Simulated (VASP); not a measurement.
Write the native input for VASP 6.6.1 that does the following.

* Task: single point
* Functional: PBE
* Potentials or basis: VASP PAW PBE potentials, release 64 (Ba_sv, F)
* Cutoff: 600 eV
* k mesh: 11 × 11 × 11
* Occupations: fermi-dirac, width 0.05 eV
* Spin: no spin polarisation
* Dipole correction: no
* Further INCAR settings: ALGO = Normal; EDIFF = 1e-06; NBANDS = 19

The structure of BaF2 (fluorite type) lies in POSCAR:

```
BaF2
1.0
    0.0000000000      3.1223474310      3.1223474310
    3.1223474310      0.0000000000      3.1223474310
    3.1223474310      3.1223474310      0.0000000000
Ba F
1 2
Direct
    0.0000000000      0.0000000000      0.0000000000
    0.2500000000      0.2500000000      0.2500000000
    0.7500000000      0.7500000000      0.7500000000
```

One way to write it, as run:

INCAR

```
SYSTEM = BaF2
ALGO = Normal
EDIFF = 1E-6
ENCUT = 600
GGA = PE
GGA_COMPAT = .False.
ISIF = 2
ISMEAR = -1
LASPH = .True.
LCHARG = .True.
LELF = .True.
LREAL = .False.
LVHAR = .True.
LWAVE = .False.
NBANDS = 19
NELM = 120
PREC = Accurate
SIGMA = 0.05
```

KPOINTS

```
k-points
0
Gamma
  11 11 11
  0 0 0
```

Potentials or basis: VASP PAW PBE potentials, release 64 (Ba_sv, F).

Run with:

```bash
$ cat potpaw_PBE.64/Ba_sv/POTCAR potpaw_PBE.64/F/POTCAR > POTCAR
$ mpirun -np 1 vasp_std > vasp.out
```

It gave:

```
Pressure               : 0.9 GPa
Band gap on the k mesh : 6.67 eV (least direct gap 6.74 eV)
```

Caveat: spin-orbit coupling is left out, which moves the levels of the heavy elements; an odd mesh through Γ misses points on the zone boundary, where band edges can lie.

It took 2.3 min on 1 thread of Intel Xeon 8259CL, with other jobs on the host, peak memory 0.25 GiB.
